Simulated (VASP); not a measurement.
# Zr3S2 in VASP: notebook

Zr3S2 is run at these levels: PBE; tasks: single point, relaxation of cell and atoms.

All numbers are computed with VASP 6.6.1; they aren't measurements. Logs are shortened: lines on timing, memory, paths and dates and some standing lists are left out, and cuts for length are marked.

### Step 1. The cell of the first run

It takes space group P-3m1 (No. 164, trigonal). Conventional cell: a = 3.591 Å, b = 3.591 Å, c = 8.699 Å, α = 90.00°, β = 90.00°, γ = 120.00°. Zr (site symmetry -3m) has 6 S at 2.60 Å within 3.4 Å. Zr (site symmetry 3m) has 3 S at 2.55 Å and 3 Zr at 3.34 Å within 3.4 Å. Within 3.4 Å of S (site symmetry 3m) lie 6 Zr at 2.55 to 2.60 Å.

### Step 2. Single point, PBE (atoms taken out)

File INCAR:

```
SYSTEM = Zr3S2
  PREC = Accurate
  ENCUT = 520
  EDIFF = 1E-6
  ISMEAR = 0
  SIGMA = 0.1
  LREAL = .FALSE.
  LASPH = .TRUE.
  NELM = 80
  ALGO = Normal
  ISIF = 2
  LWAVE = .FALSE.
  LCHARG = .FALSE.
  GGA = PE
  NBANDS = 32
```

File KPOINTS:

```
Automatic mesh
0
G
  12 12 4
  0 0 0
```

File POSCAR:

```
Zr3S2
1.0
    3.5908384787      0.0000000000      0.0000000000
   -1.7954192393      3.1097573434      0.0000000000
    0.0000000000      0.0000000000      8.6991893966
Zr S
3 2
Direct
    0.0000000000      0.0000000000      0.0000000000
    0.6666666667      0.3333333333      0.3492543745
    0.3333333333      0.6666666667      0.6507456255
    0.6666666667      0.3333333333      0.8204489039
    0.3333333333      0.6666666667      0.1795510961
```

Potentials or basis: VASP PAW PBE potentials, release 64 (Zr_sv, S).

Launch:

```bash
$ cat potpaw_PBE.64/Zr_sv/POTCAR potpaw_PBE.64/S/POTCAR > POTCAR
$ mpirun -np 1 vasp_std > vasp.out
```

OUTCAR:

```text
SYSTEM = Zr3S2
   PREC = Accurate
   ENCUT = 520
   EDIFF = 1E-6
   ISMEAR = 0
   LREAL = .FALSE.
   LASPH = .TRUE.
   NELM = 80
   ISIF = 2
   GGA = PE

 ion  position               nearest neighbor table
   1  0.000  0.000  0.000-   4 2.60   5 2.60   5 2.60   4 2.60   4 2.60   5 2.60   2 3.68   3 3.68
                             3 3.68   2 3.68   3 3.68   2 3.68
   2  0.667  0.333  0.349-   5 2.55   5 2.55   5 2.55   3 3.34   3 3.34   3 3.34   1 3.68   1 3.68
                             1 3.68
   3  0.333  0.667  0.651-   4 2.55   4 2.55   4 2.55   2 3.34   2 3.34   2 3.34   1 3.68   1 3.68
                             1 3.68
   4  0.667  0.333  0.820-   3 2.55   3 2.55   3 2.55   1 2.60   1 2.60   1 2.60
   5  0.333  0.667  0.180-   2 2.55   2 2.55   2 2.55   1 2.60   1 2.60   1 2.60

  LATTYP: Found a hexagonal cell.
 ALAT       =     3.5908384787
 C/A-ratio  =     2.4226067110

  Lattice vectors:

 A1 = (   3.5908384787,   0.0000000000,   0.0000000000)
 A2 = (  -1.7954192393,   3.1097573434,   0.0000000000)
 A3 = (   0.0000000000,   0.0000000000,   8.6991893966)

Analysis of symmetry for initial positions (statically):
=====================================================================
 Subroutine PRICEL returns:
 Original cell was already a primitive cell.

 Routine SETGRP: Setting up the symmetry group for a
 hexagonal supercell.

 Subroutine GETGRP returns: Found 12 space group operations
 (whereof 12 operations were pure point group operations)
 out of a pool of 24 trial point group operations.

The static configuration has the point symmetry D_3d.

Analysis of symmetry for dynamics (positions and initial velocities):
=====================================================================
 Subroutine PRICEL returns:
 Original cell was already a primitive cell.

 Routine SETGRP: Setting up the symmetry group for a
 hexagonal supercell.

 Subroutine GETGRP returns: Found 12 space group operations
 (whereof 12 operations were pure point group operations)
 out of a pool of 24 trial point group operations.

The dynamic configuration has the point symmetry D_3d.

 Subroutine INISYM returns: Found 12 space group operations
 (whereof 12 operations are pure point group operations),
 and found     1 'primitive' translations

----------------------------------------------------------------------------------------

                                     Primitive cell

  volume of cell :      97.1407

  direct lattice vectors                    reciprocal lattice vectors
     3.590838479  0.000000000  0.000000000     0.278486489  0.160784249  0.000000000
    -1.795419239  3.109757343  0.000000000     0.000000000  0.321568499  0.000000000
     0.000000000  0.000000000  8.699189397     0.000000000  0.000000000  0.114953239

  length of vectors
     3.590838479  3.590838479  8.699189397     0.321568499  0.321568499  0.114953239

  position of ions in fractional coordinates (direct lattice)
     0.000000000  0.000000000  0.000000000
     0.666666667  0.333333333  0.349254374
     0.333333333  0.666666667  0.650745626
     0.666666667  0.333333333  0.820448904
     0.333333333  0.666666667  0.179551096

  ion indices of the primitive-cell ions
   primitive index   ion index
                 1           1
                 2           2
                 3           3
                 4           4
                 5           5

----------------------------------------------------------------------------------------

 KPOINTS: Automatic mesh

Automatic generation of k-mesh.
 Grid dimensions read from file:
 generate k-points for:   12   12    4

 Generating k-lattice:

  Cartesian coordinates                     Fractional coordinates (reciprocal lattice)
     0.023207207  0.013398687  0.000000000     0.083333333  0.000000000  0.000000000
     0.000000000  0.026797375  0.000000000     0.000000000  0.083333333  0.000000000
     0.000000000  0.000000000  0.028738310     0.000000000  0.000000000  0.250000000

  Length of vectors
     0.026797375  0.026797375  0.028738310

  Shift w.r.t. Gamma in fractional coordinates (k-lattice)
     0.000000000  0.000000000  0.000000000

 Subroutine IBZKPT returns following result:
 ===========================================

 Found     69 irreducible k-points:

 Following reciprocal coordinates:
            Coordinates               Weight
  0.000000  0.000000  0.000000      1.000000
  0.083333 -0.000000  0.000000      6.000000
  0.166667  0.000000  0.000000      6.000000
  0.250000 -0.000000  0.000000      6.000000
  0.333333  0.000000  0.000000      6.000000
  0.416667 -0.000000  0.000000      6.000000
[... 16 lines left out ...]
  0.166667  0.000000  0.250000      6.000000
  0.000000  0.166667  0.250000      6.000000
 [... further k-points ...]
   k-points           NKPTS =     69   k-points in BZ     NKDIM =     69   number of bands    NBANDS=     32
   number of dos      NEDOS =    301   number of ions     NIONS =      5
   total plane-waves  NPLWV =  54880
   dimension x,y,z NGX =    28 NGY =   28 NGZ =   70
   dimension x,y,z NGXF=    56 NGYF=   56 NGZF=  140
   ions per type =               3   2
   NGX,Y,Z   is equivalent  to a cutoff of  12.96, 12.96, 13.38 a.u.
   NGXF,Y,Z  is equivalent  to a cutoff of  25.93, 25.93, 26.75 a.u.
 SYSTEM =  Zr3S2
   PREC   = accura    normal or accurate (medium, high low for compatibility)
   ISTART =      0    job   : 0-new  1-cont  2-samecut
   ICHARG =      2    charge: 1-file 2-atom 10-const
   ISPIN  =      1    spin polarized calculation?
   LNONCOLLINEAR =      F non collinear calculations
   LSORBIT =      F    spin-orbit coupling
   LASPH  =      T    aspherical Exc in radial PAW
   ENCUT  =  520.0 eV  38.22 Ry    6.18 a.u.   6.68  6.68 16.17*2*pi/ulx,y,z
   NELM   =     80;   NELMIN=  2; NELMDL= -5     # of ELM steps
   EDIFF  = 0.1E-05   stopping-criterion for ELM
   LREAL  =      F    real-space projection
   EDIFFG = 0.1E-04   stopping-criterion for IOM
   NSW    =      0    number of steps for IOM
   IBRION =     -1    ionic relax: 0-MD 1-quasi-New 2-CG
   NFREE  =      0    steps in history (QN), initial steepest desc. (CG)
   ISIF   =      2    stress and relaxation
   ISYM   =      2    0-nonsym 1-usesym 2-fastsym
   POTIM  = 0.5000    time-step for ionic-motion
   TEBEG  =    0.0;   TEEND  =   0.0 temperature during run
   PSTRESS=    0.0 pullay stress
   NELECT =      48.0000    total number of electrons
   NUPDOWN=      -1.0000    fix difference up-down
   EMIN   =  10.00;   EMAX   =-10.00  energy-range for DOS
   EFERMI =   0.00;   METHOD = LEGACY
   ISMEAR =     0;   SIGMA  =   0.10  broadening in eV -4-tet -1-fermi 0-gaus
   EFERMI_NEDOS =   21; number of points for ismear=-14 and -15
   IALGO  =     38    algorithm
   IMIX   =      4    mixing-type and parameters
     AMIX     =   0.40;   BMIX     =  1.00
     AMIX_MAG =   1.60;   BMIX_MAG =  1.00
  volume/ion in A,a.u.               =      19.43       131.11
  Fermi-wavevector in a.u.,A,eV,Ry     =   1.294260  2.445797 22.791240  1.675109
  Thomas-Fermi vector in A             =   2.425854
   LORBIT       =      0    0 simple, 1 ext, 2 COOP (PROOUT), +10 PAW based schemes
   GGA     = PE    functional components
   LHFCALC =     F    Hartree Fock is set to
   AEXX    =    0.0000 exact exchange contribution
   IVDW    =     0    specifies the selected vdW correction
   LEPSILON=     F    determine dielectric tensor
   LRPA    =     F    only Hartree local field effects (RPA)
 non-spin polarized calculation
 Gauss-broadening in eV      SIGMA  =   0.10
  energy-cutoff  :      520.00
  volume of cell :       97.14
 maximum number of plane-waves:      2648
 NGX is ok and might be reduce to    28
   NGX = 13   NGY = 13   NGZ = 33

 number of electron      48.0000002 magnetization

 Free energy of the ion-electron system (eV)
  ---------------------------------------------------
  ext. energy  EPLUGINS =         0.00000000
  ---------------------------------------------------
  free energy    TOTEN  =       -39.47734247 eV

  energy without entropy =      -39.45692771  energy(sigma->0) =      -39.46713509

 E-fermi :   9.8490     XC(G=0): -11.1732

 val. band max:        9.8450446078   @ k =   0.3333   0.2500   0.2500
 cond. band min:       9.8593847423   @ k =   0.0833   0.0833   0.2500
 fundamental gap:      0.0143401344
 Fermi energy:         9.8489896490

 k-point     1 :       0.0000    0.0000    0.0000
  band No.  band energies     occupation
      1     -40.1649      2.00000
      2     -39.3556      2.00000
      3     -39.3170      2.00000
      4     -18.3777      2.00000
      5     -18.1264      2.00000
      6     -18.1264      2.00000
[... 24 lines left out ...]
     31      11.1032      0.00000
     32      11.5350      0.00000

 k-point     2 :       0.0833   -0.0000    0.0000
  band No.  band energies     occupation
      1     -40.1632      2.00000
      2     -39.3534      2.00000
      3     -39.3159      2.00000
      4     -18.3716      2.00000
      5     -18.1505      2.00000
      6     -18.1314      2.00000
[... 24 lines left out ...]
     31      11.3432      0.00000
     32      11.8506      0.00000

 k-point     3 :       0.1667    0.0000    0.0000
  band No.  band energies     occupation
      1     -40.1584      2.00000
      2     -39.3472      2.00000
      3     -39.3132      2.00000
      4     -18.3548      2.00000
      5     -18.2148      2.00000
      6     -18.1449      2.00000
[... 24 lines left out ...]
     31      11.8307      0.00000
     32      12.1524      0.00000

 k-point     4 :       0.2500   -0.0000    0.0000
  band No.  band energies     occupation
      1     -40.1518      2.00000
      2     -39.3385      2.00000
      3     -39.3097      2.00000
      4     -18.3328      2.00000
      5     -18.2989      2.00000
      6     -18.1633      2.00000
[... 24 lines left out ...]
     31      12.2671      0.00000
     32      12.4801      0.00000

 k-point     5 :       0.3333    0.0000    0.0000
  band No.  band energies     occupation
      1     -40.1453      2.00000
      2     -39.3292      2.00000
      3     -39.3069      2.00000
      4     -18.3852      2.00000
      5     -18.3059      2.00000
      6     -18.1816      2.00000
[... 584 lines left out ...]
     31      11.6267      0.00000
     32      11.6464      0.00000

 k-point    22 :       0.0000    0.0833    0.2500
  band No.  band energies     occupation
      1     -40.1632      2.00000
      2     -39.3535      2.00000
      3     -39.3159      2.00000
      4     -18.3741      2.00000
      5     -18.1504      2.00000
      6     -18.1314      2.00000
[... 24 lines left out ...]
     31      11.6777      0.00000
     32      11.7458      0.00000

 k-point    23 :       0.1667    0.0000    0.2500
  band No.  band energies     occupation
      1     -40.1584      2.00000
      2     -39.3473      2.00000
      3     -39.3131      2.00000
      4     -18.3561      2.00000
      5     -18.2143      2.00000
      6     -18.1449      2.00000
[... 24 lines left out ...]
     31      11.6233      0.00000
     32      11.9561      0.00000

 k-point    24 :       0.0000    0.1667    0.2500
  band No.  band energies     occupation
      1     -40.1584      2.00000
      2     -39.3473      2.00000
      3     -39.3131      2.00000
      4     -18.3564      2.00000
      5     -18.2147      2.00000
      6     -18.1449      2.00000
[... 24 lines left out ...]
     31      11.9476      0.00000
     32      11.9504      0.00000

 [... further k-points ...]

------------------------ aborting loop because EDIFF is reached ----------------------------------------

  FORCE on cell =-STRESS in cart. coord.  units (eV):
  Direction    XX          YY          ZZ          XY          YZ          ZX
  --------------------------------------------------------------------------------------
  -------------------------------------------------------------------------------------
  Total        0.0077830      0.0077830      0.0201660      0.0000000      0.0000000     -0.0000000
  in kB        0.1283675      0.1283675      0.3326049      0.0000000      0.0000000     -0.0000000
  external PRESSURE =       0.1964466 kB  Pullay stress =       0.0000000 kB

 VOLUME and BASIS-vectors are now :
 -----------------------------------------------------------------------------
  energy-cutoff  :      520.00
  volume of cell :       97.14
      direct lattice vectors                 reciprocal lattice vectors
     3.590838479  0.000000000  0.000000000     0.278486489  0.160784249  0.000000000
    -1.795419239  3.109757343  0.000000000     0.000000000  0.321568499  0.000000000
     0.000000000  0.000000000  8.699189397     0.000000000  0.000000000  0.114953239

 POSITION                                       TOTAL-FORCE (eV/Angst)
 -----------------------------------------------------------------------------------
      0.00000      0.00000      0.00000        -0.000000      0.000000      0.000000
      1.79542      1.03659      3.03823         0.000000     -0.000000      0.019037
     -0.00000      2.07317      5.66096        -0.000000      0.000000     -0.019037
      1.79542      1.03659      7.13724        -0.000000      0.000000      0.010733
     -0.00000      2.07317      1.56195         0.000000     -0.000000     -0.010733
 -----------------------------------------------------------------------------------
    total drift:                               -0.000000      0.000000      0.000000

  FREE ENERGIE OF THE ION-ELECTRON SYSTEM (eV)
  ---------------------------------------------------
  free  energy   TOTEN  =       -39.4773424659 eV

  energy  without entropy=      -39.4569277057  energy(sigma->0) =      -39.46713509
```

It took 1.9 min on 1 thread of Intel Xeon 6975P-C (Granite Rapids), shared host; peak memory 0.32 GiB.

What came out:

| Property | Result |
| --- | --- |
| Free energy | -39.4773 eV |
| Pressure | 0.0 GPa |
| Largest force | 0.019 eV/Å |
| Band gap on the k mesh | zero (bands 24 and 25 overlap by 0.88 eV) |

Forces in eV/Å, atoms in the order of the input:
```
Zr   0.000  0.000  0.000
Zr   0.000  0.000  0.019
Zr   0.000  0.000 -0.019
S    0.000  0.000  0.011
S    0.000  0.000 -0.011
```

Levels at points of the mesh, in eV from the Fermi level:
```
           k point  band 20  band 21  band 22  band 23  band 24  band 25  band 26  band 27  band 28  band 29
(0.00, 0.00, 0.00)    -4.31    -2.32    -0.81    -0.81    -0.67    -0.13     0.16     0.16     1.18     1.18
(0.50, 0.00, 0.00)    -4.81    -3.06    -1.11    -0.60     0.18     0.67     1.33     1.62     2.09     2.33
(0.00, 0.00, 0.50)    -4.24    -1.72    -1.30    -0.70    -0.70    -0.09    -0.09     0.33     0.33     0.57
(0.50, 0.00, 0.50)    -4.76    -2.90    -1.33    -0.90    -0.16     0.73     1.50     2.07     2.32     2.54
```

Caveat: the cell differs from its parent crystal (atoms taken out).

(Continued in part 2 of 2.)
